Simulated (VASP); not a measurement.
# TaN (Fm-3m) in VASP: notebook, part 2 of 2

VASP 6.6.1. Earlier steps stand in the parts before.

### Step 3. Single point, PBEsol (volume scaled by 0.88)

Contents of INCAR:

```
SYSTEM = TaN
PREC = Accurate
ENCUT = 520
EDIFF = 1E-7
ISMEAR = 0
SIGMA = 0.1
LREAL = .FALSE.
LASPH = .TRUE.
NELM = 100
ALGO = Normal
ISIF = 2
LWAVE = .FALSE.
LCHARG = .TRUE.
GGA = PS
LELF = .TRUE.
LVHAR = .TRUE.
NBANDS = 15
```

Contents of KPOINTS:

```
regular mesh
0
G
  16 16 16
  0 0 0
```

Contents of POSCAR:

```
TaN
1.0
    0.0000000000      2.0965765093      2.0965765093
    2.0965765093      0.0000000000      2.0965765093
    2.0965765093      2.0965765093      0.0000000000
Ta N
1 1
Direct
    0.5000000000      0.5000000000      0.5000000000
    0.0000000000      0.0000000000      0.0000000000
```

Potentials or basis: VASP PAW PBE potentials, release 64 (Ta_pv, N).

Run with:

```console
$ cat potpaw_PBE.64/Ta_pv/POTCAR potpaw_PBE.64/N/POTCAR > POTCAR
$ mpirun -np 1 vasp_std > vasp.out
```

OUTCAR:

```text
SYSTEM = TaN
   PREC = Accurate
   ENCUT = 520
   EDIFF = 1E-7
   ISMEAR = 0
   LREAL = .FALSE.
   LASPH = .TRUE.
   NELM = 100
   ISIF = 2
   GGA = PS

 ion  position               nearest neighbor table
   1  0.500  0.500  0.500-   2 2.10   2 2.10   2 2.10   2 2.10   2 2.10   2 2.10
   2  0.000  0.000  0.000-   1 2.10   1 2.10   1 2.10   1 2.10   1 2.10   1 2.10

  LATTYP: Found a face centered cubic cell.
 ALAT       =     4.1931530186

  Lattice vectors:

 A1 = (   0.0000000000,   2.0965765093,   2.0965765093)
 A2 = (   2.0965765093,   0.0000000000,   2.0965765093)
 A3 = (   2.0965765093,   2.0965765093,   0.0000000000)

Analysis of symmetry for initial positions (statically):
=====================================================================
 Subroutine PRICEL returns:
 Original cell was already a primitive cell.

 Routine SETGRP: Setting up the symmetry group for a
 face centered cubic supercell.

 Subroutine GETGRP returns: Found 48 space group operations
[... 9 lines left out ...]

 Routine SETGRP: Setting up the symmetry group for a
 face centered cubic supercell.

 Subroutine GETGRP returns: Found 48 space group operations
[... 11 lines left out ...]
                                     Primitive cell

  volume of cell :      18.4316
[... 144 lines left out ...]

 k-point     1 :       0.0000    0.0000    0.0000
  band No.  band energies     occupation
      1     -24.3561      2.00000
      2     -24.3561      2.00000
      3     -24.3561      2.00000
      4      -8.9357      2.00000
      5       6.8661      2.00000
      6       6.8661      2.00000
      7       6.8661      2.00000
      8       8.4933      2.00000
      9       8.4933      2.00000
     10       8.4933      2.00000
     11      11.1197      0.33605
     12      11.1197      0.33605
     13      13.9580      0.00000
     14      20.4861      0.00000
[... 401 lines left out ...]
      2     -24.3935      2.00000
      3     -24.3582      2.00000
      4      -8.5986      2.00000
      5       5.5013      2.00000
      6       5.7663      2.00000
      7       6.1790      2.00000
      8       8.7001      2.00000
      9       9.0039      2.00000
     10       9.3668      2.00000
     11      11.7068      0.00000
     12      12.6925      0.00000
     13      14.7077      0.00000
     14      21.4127      0.00000
     15      23.7749      0.00000

 [... further k-points ...]
[... 5 lines left out ...]
  --------------------------------------------------------------------------------------
  -------------------------------------------------------------------------------------
  Total        7.1834266      7.1834266      7.1834266      0.0000000      0.0000000      0.0000000
  in kB      624.4247331    624.4247331    624.4247331      0.0000000      0.0000000      0.0000000
  external PRESSURE =     624.4247331 kB  Pullay stress =       0.0000000 kB

 VOLUME and BASIS-vectors are now :
 -----------------------------------------------------------------------------
  energy-cutoff  :      520.00
  volume of cell :       18.43
      direct lattice vectors                 reciprocal lattice vectors
     0.000000000  2.096576509  2.096576509    -0.238484023  0.238484023  0.238484023
     2.096576509  0.000000000  2.096576509     0.238484023 -0.238484023  0.238484023
     2.096576509  2.096576509  0.000000000     0.238484023  0.238484023 -0.238484023

 POSITION                                       TOTAL-FORCE (eV/Angst)
 -----------------------------------------------------------------------------------
      2.09658      2.09658      2.09658        -0.000000     -0.000000     -0.000000
      0.00000      0.00000      0.00000         0.000000      0.000000      0.000000
 -----------------------------------------------------------------------------------
    total drift:                                0.000000     -0.000000     -0.000000

  FREE ENERGIE OF THE ION-ELECTRON SYSTEM (eV)
  ---------------------------------------------------
  free  energy   TOTEN  =       -22.7632798261 eV

  energy  without entropy=      -22.7583780802  energy(sigma->0) =      -22.76082895
```

stdout:

```text
POSCAR found type information on POSCAR TaN
 POSCAR found :  2 types and       2 ions
 scaLAPACK will be used
 -----------------------------------------------------------------------------
|                                                                             |
|                                                                             |
|     You enforced a specific xc type in the INCAR file but a different       |
|     I HOPE YOU KNOW WHAT YOU ARE DOING!                                     |
|                                                                             |
 -----------------------------------------------------------------------------

 LDA part: xc-table for (Slater+PW92), standard interpolation
 POSCAR, INCAR and KPOINTS ok, starting setup
 FFT: planning ... GRIDC
 FFT: planning ... GRID_SOFT
 FFT: planning ... GRID
 WAVECAR not read
 entering main loop
```

Run time: 15 s. Hardware: 1 thread of Intel Xeon 6975P-C (Granite Rapids), shared host; peak memory 0.17 GiB.

Results:

* Free energy: -22.7633 eV
* Pressure: 62.4 GPa
* Band gap on the k mesh: zero (band 8 reaches 13.45 eV, above the bottom of band 9 at 8.49 eV)

Caveat: the PAW data sets were made with another functional, which shifts forces and pressure a little; spin-orbit coupling is left out, which moves the levels of the heavy elements.

### Step 4. Single point, PBEsol (volume scaled by 0.91)

Contents of INCAR:

```
PREC = Accurate
ENCUT = 520
EDIFF = 1E-7
ISMEAR = 0
SIGMA = 0.1
LREAL = False
LASPH = True
NELM = 80
ALGO = Normal
ISIF = 2
LWAVE = False
LCHARG = False
GGA = PS
NBANDS = 15
```

Contents of KPOINTS:

```
regular mesh
0
Gamma
  16 16 16
```

Contents of POSCAR:

```
TaN
1.0
    0.0000000000      2.1201355206      2.1201355206
    2.1201355206      0.0000000000      2.1201355206
    2.1201355206      2.1201355206      0.0000000000
Ta N
1 1
Direct
    0.5000000000      0.5000000000      0.5000000000
    0.0000000000      0.0000000000      0.0000000000
```

Run with:

```console
$ cat potpaw_PBE.64/Ta_pv/POTCAR potpaw_PBE.64/N/POTCAR > POTCAR
$ mpirun -np 1 vasp_std > vasp.out
```

It took 15 s on 1 thread of Intel Xeon 6975P-C (Granite Rapids), shared host; peak memory 0.17 GiB.

Results (log left out):

```yaml
Free_energy: -22.9699 eV
Pressure: 43.1 GPa
Band_gap_on_the_k_mesh: zero (band 8 reaches 12.92 eV, above the bottom of band 9 at 8.20 eV)
```

Levels at points of the mesh, in eV from the Fermi level:
| k point | band 5 | band 6 | band 7 | band 8 | band 9 | band 10 | band 11 | band 12 |
| --- | --- | --- | --- | --- | --- | --- | --- | --- |
| (0.00, 0.00, 0.00) | -4.09 | -4.09 | -4.09 | -2.45 | -2.45 | -2.45 | 0.06 | 0.06 |
| (0.50, 0.00, 0.00) | -11.32 | -8.41 | -8.41 | 2.28 | 2.28 | 2.39 | 4.19 | 8.81 |
| (0.50, 0.50, 0.00) | -6.78 | -6.29 | -4.83 | -4.83 | 2.48 | 4.24 | 4.24 | 5.84 |

Caveat: the PAW data sets were made with another functional, which shifts forces and pressure a little; spin-orbit coupling is left out, which moves the levels of the heavy elements.

### Step 5. Single point, PBEsol (volume scaled by 0.94)

Contents of INCAR:

```
SYSTEM = TaN
  PREC = Accurate
  ENCUT = 520
  EDIFF = 1E-6
  ISMEAR = 0
  SIGMA = 0.1
  LREAL = .False.
  LASPH = .True.
  NELM = 100
  ALGO = Normal
  ISIF = 2
  LWAVE = .False.
  LCHARG = .True.
  GGA = PS
  LELF = .True.
  LVHAR = .True.
  NBANDS = 15
```

Contents of KPOINTS:

```
regular mesh
0
Gamma
  16 16 16
  0 0 0
```

Contents of POSCAR:

```
TaN
1.0
    0.0000000000      2.1431822775      2.1431822775
    2.1431822775      0.0000000000      2.1431822775
    2.1431822775      2.1431822775      0.0000000000
Ta N
1 1
Direct
    0.5000000000      0.5000000000      0.5000000000
    0.0000000000      0.0000000000      0.0000000000
```

Run with:

```console
$ cat potpaw_PBE.64/Ta_pv/POTCAR potpaw_PBE.64/N/POTCAR > POTCAR
$ mpirun -np 1 vasp_std > vasp.out
```

It took 14 s on 1 thread of Intel Xeon 6975P-C (Granite Rapids), shared host; peak memory 0.17 GiB.

The run converged. Its results:

```yaml
Free_energy: -23.1066 eV
Pressure: 26.7 GPa
Band_gap_on_the_k_mesh: zero (band 8 reaches 12.43 eV, above the bottom of band 9 at 7.91 eV)
```

Levels at points of the mesh, in eV from the Fermi level:
| k point | band 5 | band 6 | band 7 | band 8 | band 9 | band 10 | band 11 | band 12 |
| --- | --- | --- | --- | --- | --- | --- | --- | --- |
| (0.00, 0.00, 0.00) | -4.00 | -4.00 | -4.00 | -2.35 | -2.35 | -2.35 | 0.05 | 0.05 |
| (0.50, 0.00, 0.00) | -11.04 | -8.15 | -8.15 | 2.17 | 2.17 | 2.28 | 4.08 | 8.42 |
| (0.50, 0.50, 0.00) | -6.75 | -6.04 | -4.77 | -4.77 | 2.36 | 4.03 | 4.03 | 5.44 |

Caveat: the PAW data sets were made with another functional, which shifts forces and pressure a little; spin-orbit coupling is left out, which moves the levels of the heavy elements.

### Step 6. Single point, PBEsol (volume scaled by 0.97)

Contents of INCAR:

```
SYSTEM = TaN
  ALGO = Normal
  EDIFF = 1E-7
  ENCUT = 520
  GGA = PS
  ISIF = 2
  ISMEAR = 0
  LASPH = .True.
  LCHARG = .True.
  LELF = .True.
  LREAL = .False.
  LVHAR = .True.
  LWAVE = .False.
  NBANDS = 15
  NELM = 80
  PREC = Accurate
  SIGMA = 0.1
```

Contents of KPOINTS:

```
k-points
0
Gamma
  16 16 16
  0 0 0
```

Contents of POSCAR:

```
TaN
1.0
    0.0000000000      2.1657437489      2.1657437489
    2.1657437489      0.0000000000      2.1657437489
    2.1657437489      2.1657437489      0.0000000000
Ta N
1 1
Direct
    0.5000000000      0.5000000000      0.5000000000
    0.0000000000      0.0000000000      0.0000000000
```

Potentials or basis: VASP PAW PBE potentials, release 64 (Ta_pv, N).

Run with:

```console
$ cat potpaw_PBE.64/Ta_pv/POTCAR potpaw_PBE.64/N/POTCAR > POTCAR
$ mpirun -np 1 vasp_std > vasp.out
```

Run time: 15 s. Hardware: 1 thread of Intel Xeon 6975P-C (Granite Rapids), shared host; peak memory 0.17 GiB.

Results (log left out):

```
Free energy            : -23.1840 eV
Pressure               : 12.8 GPa
Band gap on the k mesh : zero (band 8 reaches 11.95 eV, above the bottom of band 9 at 7.64 eV)
```

Levels at points of the mesh, in eV from the Fermi level:
```
           k point  band 6  band 7  band 8  band 9  band 10  band 11
(0.00, 0.00, 0.00)   -3.91   -3.91   -2.25   -2.25    -2.25     0.05
(0.50, 0.00, 0.00)   -7.91   -7.91    2.06    2.06     2.17     3.97
(0.50, 0.50, 0.00)   -5.81   -4.71   -4.71    2.25     3.84     3.84
```

Caveat: the PAW data sets were made with another functional, which shifts forces and pressure a little; spin-orbit coupling is left out, which moves the levels of the heavy elements.

### Step 7. Summary

```tsv
task	cell	cutoff (eV)	gap on the mesh (eV)	pressure (GPa)
relaxation of cell and atoms	relaxed from a = 3.082 Å, angles 60.0°, 2 atoms	600	none	-0.1
single point	a = 2.965 Å, angles 60.0°, 2 atoms	520	none	62.4
single point	a = 2.998 Å, angles 60.0°, 2 atoms	520	none	43.1
single point	a = 3.031 Å, angles 60.0°, 2 atoms	520	none	26.7
single point	a = 3.063 Å, angles 60.0°, 2 atoms	520	none	12.8
```

Alike in all rows: level PBEsol; potentials or basis VASP PAW PBE potentials, release 64 (Ta_pv, N); no spin polarisation; k mesh 16 × 16 × 16; smearing gaussian 0.1 eV.

Caveats: the PAW data sets were made with another functional, which shifts forces and pressure a little; spin-orbit coupling is left out, which moves the levels of the heavy elements.

Total energies depend on the potentials used, so only differences within one code and one set of settings carry meaning.
